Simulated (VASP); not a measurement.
# B (Pm-3m) in VASP: further runs

B is run at these levels: RPBE; tasks: single point.

Everything below comes from runs of VASP 6.6.1. Logs are shortened: lines on timing, memory, paths and dates and some standing lists are left out, and cuts for length are marked.

### 1 The cell of the first run

Symmetry: Pm-3m, No. 221, cubic system. The conventional cell has a = 1.894 Å, b = 1.894 Å, c = 1.894 Å, α = 90.00°, β = 90.00°, γ = 90.00°. B (site symmetry m-3m) has 6 B at 1.89 Å within 2.5 Å.

### 2 Single point, RPBE

Input file INCAR:

```
SYSTEM = B
  PREC = Accurate
  ENCUT = 500
  EDIFF = 1E-6
  ISMEAR = -1
  SIGMA = 0.1
  LREAL = .FALSE.
  LASPH = .TRUE.
  NELM = 120
  ALGO = Normal
  ISIF = 2
  LWAVE = .FALSE.
  LCHARG = .FALSE.
  GGA = RP
  NBANDS = 8
  GGA_COMPAT = .FALSE.
```

Input file KPOINTS:

```
Automatic mesh
0
G
  18 18 18
  0 0 0
```

Input file POSCAR:

```
B
1.0
    1.8938651091      0.0000000000      0.0000000000
    0.0000000000      1.8938651091      0.0000000000
    0.0000000000      0.0000000000      1.8938651091
B
1
Direct
    0.0000000000      0.0000000000      0.0000000000
```

Potentials or basis: VASP PAW PBE potentials, release 64 (B).

Command:

```console
$ cat potpaw_PBE.64/B/POTCAR > POTCAR
$ mpirun -np 1 vasp_std > vasp.out
```

OUTCAR:

```text
SYSTEM = B
   PREC = Accurate
   ENCUT = 500
   EDIFF = 1E-6
   ISMEAR = -1
   LREAL = .FALSE.
   LASPH = .TRUE.
   NELM = 120
   ISIF = 2
   GGA = RP

 ion  position               nearest neighbor table
   1  0.000  0.000  0.000-

  LATTYP: Found a simple cubic cell.
 ALAT       =     1.8938651091

  Lattice vectors:

 A1 = (   1.8938651091,   0.0000000000,   0.0000000000)
 A2 = (   0.0000000000,   1.8938651091,   0.0000000000)
 A3 = (   0.0000000000,   0.0000000000,   1.8938651091)

Analysis of symmetry for initial positions (statically):
=====================================================================
 Subroutine PRICEL returns:
 Original cell was already a primitive cell.

 Routine SETGRP: Setting up the symmetry group for a
 simple cubic supercell.

 Subroutine GETGRP returns: Found 48 space group operations
 (whereof 48 operations were pure point group operations)
 out of a pool of 48 trial point group operations.

The static configuration has the point symmetry O_h .

Analysis of symmetry for dynamics (positions and initial velocities):
=====================================================================
 Subroutine PRICEL returns:
 Original cell was already a primitive cell.

 Routine SETGRP: Setting up the symmetry group for a
 simple cubic supercell.

 Subroutine GETGRP returns: Found 48 space group operations
 (whereof 48 operations were pure point group operations)
 out of a pool of 48 trial point group operations.

The dynamic configuration has the point symmetry O_h .

 Subroutine INISYM returns: Found 48 space group operations
 (whereof 48 operations are pure point group operations),
 and found     1 'primitive' translations

----------------------------------------------------------------------------------------

                                     Primitive cell

  volume of cell :       6.7928

  direct lattice vectors                    reciprocal lattice vectors
     1.893865109  0.000000000  0.000000000     0.528020710  0.000000000  0.000000000
     0.000000000  1.893865109  0.000000000     0.000000000  0.528020710  0.000000000
     0.000000000  0.000000000  1.893865109     0.000000000  0.000000000  0.528020710

  length of vectors
     1.893865109  1.893865109  1.893865109     0.528020710  0.528020710  0.528020710

  position of ions in fractional coordinates (direct lattice)
     0.000000000  0.000000000  0.000000000

  ion indices of the primitive-cell ions
   primitive index   ion index
                 1           1

----------------------------------------------------------------------------------------

 KPOINTS: Automatic mesh

Automatic generation of k-mesh.
 Grid dimensions read from file:
 generate k-points for:   18   18   18

 Generating k-lattice:

  Cartesian coordinates                     Fractional coordinates (reciprocal lattice)
     0.029334484  0.000000000  0.000000000     0.055555556  0.000000000  0.000000000
     0.000000000  0.029334484  0.000000000     0.000000000  0.055555556  0.000000000
     0.000000000  0.000000000  0.029334484     0.000000000  0.000000000  0.055555556

  Length of vectors
     0.029334484  0.029334484  0.029334484

  Shift w.r.t. Gamma in fractional coordinates (k-lattice)
     0.000000000  0.000000000  0.000000000

 Subroutine IBZKPT returns following result:
 ===========================================

 Found    220 irreducible k-points:

 Following reciprocal coordinates:
            Coordinates               Weight
  0.000000  0.000000  0.000000      1.000000
  0.055556  0.000000  0.000000      6.000000
  0.111111  0.000000  0.000000      6.000000
  0.166667  0.000000  0.000000      6.000000
  0.222222  0.000000  0.000000      6.000000
  0.277778  0.000000  0.000000      6.000000
[... 16 lines left out ...]
  0.277778  0.111111  0.000000     24.000000
  0.333333  0.111111  0.000000     24.000000
 [... further k-points ...]
   k-points           NKPTS =    220   k-points in BZ     NKDIM =    220   number of bands    NBANDS=      8
   number of dos      NEDOS =    301   number of ions     NIONS =      1
   total plane-waves  NPLWV =   2744
   dimension x,y,z NGX =    14 NGY =   14 NGZ =   14
   dimension x,y,z NGXF=    28 NGYF=   28 NGZF=   28
   ions per type =               1
   NGX,Y,Z   is equivalent  to a cutoff of  12.29, 12.29, 12.29 a.u.
   NGXF,Y,Z  is equivalent  to a cutoff of  24.58, 24.58, 24.58 a.u.
 SYSTEM =  B
   PREC   = accura    normal or accurate (medium, high low for compatibility)
   ISTART =      0    job   : 0-new  1-cont  2-samecut
   ICHARG =      2    charge: 1-file 2-atom 10-const
   ISPIN  =      1    spin polarized calculation?
   LNONCOLLINEAR =      F non collinear calculations
   LSORBIT =      F    spin-orbit coupling
   LASPH  =      T    aspherical Exc in radial PAW
   ENCUT  =  500.0 eV  36.75 Ry    6.06 a.u.   3.45  3.45  3.45*2*pi/ulx,y,z
   NELM   =    120;   NELMIN=  2; NELMDL= -5     # of ELM steps
   EDIFF  = 0.1E-05   stopping-criterion for ELM
   LREAL  =      F    real-space projection
   EDIFFG = 0.1E-04   stopping-criterion for IOM
   NSW    =      0    number of steps for IOM
   IBRION =     -1    ionic relax: 0-MD 1-quasi-New 2-CG
   NFREE  =      0    steps in history (QN), initial steepest desc. (CG)
   ISIF   =      2    stress and relaxation
   ISYM   =      2    0-nonsym 1-usesym 2-fastsym
   POTIM  = 0.5000    time-step for ionic-motion
   TEBEG  =    0.0;   TEEND  =   0.0 temperature during run
   PSTRESS=    0.0 pullay stress
   NELECT =       3.0000    total number of electrons
   NUPDOWN=      -1.0000    fix difference up-down
   EMIN   =  10.00;   EMAX   =-10.00  energy-range for DOS
   EFERMI =   0.00;   METHOD = LEGACY
   ISMEAR =    -1;   SIGMA  =   0.10  broadening in eV -4-tet -1-fermi 0-gaus
   EFERMI_NEDOS =   21; number of points for ismear=-14 and -15
   IALGO  =     38    algorithm
   IMIX   =      4    mixing-type and parameters
     AMIX     =   0.40;   BMIX     =  1.00
     AMIX_MAG =   1.60;   BMIX_MAG =  1.00
  volume/ion in A,a.u.               =       6.79        45.84
  Fermi-wavevector in a.u.,A,eV,Ry     =   1.246712  2.355944 21.147417  1.554291
  Thomas-Fermi vector in A             =   2.380877
   LORBIT       =      0    0 simple, 1 ext, 2 COOP (PROOUT), +10 PAW based schemes
   GGA     = RP    functional components
   LHFCALC =     F    Hartree Fock is set to
   AEXX    =    0.0000 exact exchange contribution
   IVDW    =     0    specifies the selected vdW correction
   LEPSILON=     F    determine dielectric tensor
   LRPA    =     F    only Hartree local field effects (RPA)
 non-spin polarized calculation
  energy-cutoff  :      500.00
  volume of cell :        6.79
 maximum number of plane-waves:       180
 NGX is ok and might be reduce to    14
   NGX =  7   NGY =  7   NGZ =  7

 number of electron       3.0000000 magnetization

 Free energy of the ion-electron system (eV)
  ---------------------------------------------------
  ext. energy  EPLUGINS =         0.00000000
  ---------------------------------------------------
  free energy    TOTEN  =        -5.31702505 eV

  energy without entropy =       -5.30628374  energy(sigma->0) =       -5.31165440

 E-fermi :   7.0292     XC(G=0): -12.3207

 val. band max:        7.0023444076   @ k =   0.4444   0.3889   0.3889
 cond. band min:       7.0730130365   @ k =   0.3333   0.1667   0.0556
 fundamental gap:      0.0706686289
 Fermi energy:         7.0291981154

 k-point     1 :       0.0000    0.0000    0.0000
  band No.  band energies     occupation
      1      -8.7308      2.00000
      2      20.5523      0.00000
      3      20.5523      0.00000
      4      20.5523      0.00000
      5      30.7518      0.00000
      6      30.7518      0.00000
      7      39.7517      0.00000
      8      59.9099      0.00000

 k-point     2 :       0.0556    0.0000    0.0000
  band No.  band energies     occupation
      1      -8.6262      2.00000
      2      19.4543      0.00000
      3      20.6398      0.00000
      4      20.6398      0.00000
      5      30.8731      0.00000
      6      31.9614      0.00000
      7      39.7023      0.00000
      8      59.0579      0.00000

 k-point     3 :       0.1111    0.0000    0.0000
  band No.  band energies     occupation
      1      -8.3126      2.00000
      2      17.0555      0.00000
      3      20.8985      0.00000
      4      20.8985      0.00000
      5      31.2359      0.00000
      6      34.6237      0.00000
      7      39.6121      0.00000
      8      56.8717      0.00000

 k-point     4 :       0.1667    0.0000    0.0000
  band No.  band energies     occupation
      1      -7.7906      2.00000
      2      14.2975      0.00000
      3      21.3154      0.00000
      4      21.3154      0.00000
      5      31.8363      0.00000
      6      37.2687      0.00000
      7      39.9630      0.00000
      8      54.1030      0.00000

 k-point     5 :       0.2222    0.0000    0.0000
  band No.  band energies     occupation
      1      -7.0615      2.00000
      2      11.5229      0.00000
      3      21.8663      0.00000
      4      21.8663      0.00000
      5      32.6658      0.00000
      6      37.9754      0.00000
      7      42.2253      0.00000
      8      51.2733      0.00000
[... 177 lines left out ...]
 k-point    22 :       0.2222    0.1111    0.0000
  band No.  band energies     occupation
      1      -6.6436      2.00000
      2      11.6932      0.00000
      3      19.0627      0.00000
      4      22.2007      0.00000
      5      35.2995      0.00000
      6      37.2861      0.00000
      7      42.5777      0.00000
      8      49.4029      0.00000

 k-point    23 :       0.2778    0.1111    0.0000
  band No.  band energies     occupation
      1      -5.7099      2.00000
      2       9.1091      0.00000
      3      19.7686      0.00000
      4      22.8387      0.00000
      5      35.9225      0.00000
      6      36.4756      0.00000
      7      45.1658      0.00000
      8      47.5545      0.00000

 k-point    24 :       0.3333    0.1111    0.0000
  band No.  band energies     occupation
      1      -4.5761      2.00000
      2       6.6473      1.95706
      3      20.5706      0.00000
      4      23.5071      0.00000
      5      34.7965      0.00000
      6      37.4355      0.00000
      7      45.2079      0.00000
      8      46.8009      0.00000

 [... further k-points ...]
[... 5 lines left out ...]
  --------------------------------------------------------------------------------------
  -------------------------------------------------------------------------------------
  Total        0.0247677      0.0247677      0.0247677      0.0000000      0.0000000     -0.0000000
  in kB        5.8418378      5.8418378      5.8418378      0.0000000      0.0000000     -0.0000000
  external PRESSURE =       5.8418378 kB  Pullay stress =       0.0000000 kB

 VOLUME and BASIS-vectors are now :
 -----------------------------------------------------------------------------
  energy-cutoff  :      500.00
  volume of cell :        6.79
      direct lattice vectors                 reciprocal lattice vectors
     1.893865109  0.000000000  0.000000000     0.528020710  0.000000000  0.000000000
     0.000000000  1.893865109  0.000000000     0.000000000  0.528020710  0.000000000
     0.000000000  0.000000000  1.893865109     0.000000000  0.000000000  0.528020710

 POSITION                                       TOTAL-FORCE (eV/Angst)
 -----------------------------------------------------------------------------------
      0.00000      0.00000      0.00000         0.000000      0.000000      0.000000
 -----------------------------------------------------------------------------------
    total drift:                                0.000000     -0.000000     -0.000000

  FREE ENERGIE OF THE ION-ELECTRON SYSTEM (eV)
  ---------------------------------------------------
  free  energy   TOTEN  =        -5.3170250531 eV

  energy  without entropy=       -5.3062837448  energy(sigma->0) =       -5.31165440
```

Run time: 7.7 s. Hardware: 1 thread of Intel Xeon Platinum 8259CL at 2.50GHz (Skylake/Cascade Lake), shared host; peak memory 0.11 GiB.

What came out:

* Free energy: -5.3170 eV
* Pressure: 0.6 GPa

Caveat: the PAW data sets were made with another functional, which shifts forces and pressure a little.

[end of part 1 of 2]
